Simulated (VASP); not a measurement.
Write the native input for VASP 6.6.1 that does the following.

- Task: single point
- Functional: PBEsol
- Potentials or basis: VASP PAW PBE potentials, release 64 (Pb_d)
- Cutoff: 520 eV
- k mesh: 9 × 9 × 5
- Occupations: fermi-dirac, width 0.05 eV
- Spin: no spin polarisation
- Dipole correction: no
- Further INCAR settings: ALGO = Normal; EDIFF = 1e-06; NBANDS = 21

The structure of Pb lies in POSCAR:

```
Pb
1.0
    2.6915356922     -1.5791503582     -0.4719334195
    2.6915356922      1.5791503582     -0.4719334195
   -2.8204976934      0.0000000000      5.7209438915
Pb
2
Direct
    0.9999560028      0.9999560028      0.7499811172
    0.0000439972      0.0000439972      0.2500188828
```

These files were run (other wordings do the same):

INCAR

```
SYSTEM = Pb
PREC = Accurate
ENCUT = 520
EDIFF = 1E-6
ISMEAR = -1
SIGMA = 0.05
LREAL = .FALSE.
LASPH = .TRUE.
NELM = 100
ALGO = Normal
ISIF = 2
LWAVE = .FALSE.
LCHARG = .FALSE.
GGA = PS
NBANDS = 21
```

KPOINTS

```
Automatic mesh
0
G
  9 9 5
  0 0 0
```

Potentials or basis: VASP PAW PBE potentials, release 64 (Pb_d).

Command:

```console
$ cat potpaw_PBE.64/Pb_d/POTCAR > POTCAR
$ mpirun -np 1 vasp_std > vasp.out
```

Results of the run:

| Property | Result |
| --- | --- |
| Pressure | 29.9 GPa |
| Band gap on the k mesh | zero (band 14 reaches 18.52 eV, above the bottom of band 15 at 9.06 eV) |

Caveat: the PAW data sets were made with another functional, which shifts forces and pressure a little; spin-orbit coupling is left out, which moves the levels of the heavy elements.

It took 31 s on 1 thread of Intel(R) Xeon(R) 6975P-C (Granite Rapids), on a shared host, peak memory 0.22 GiB.
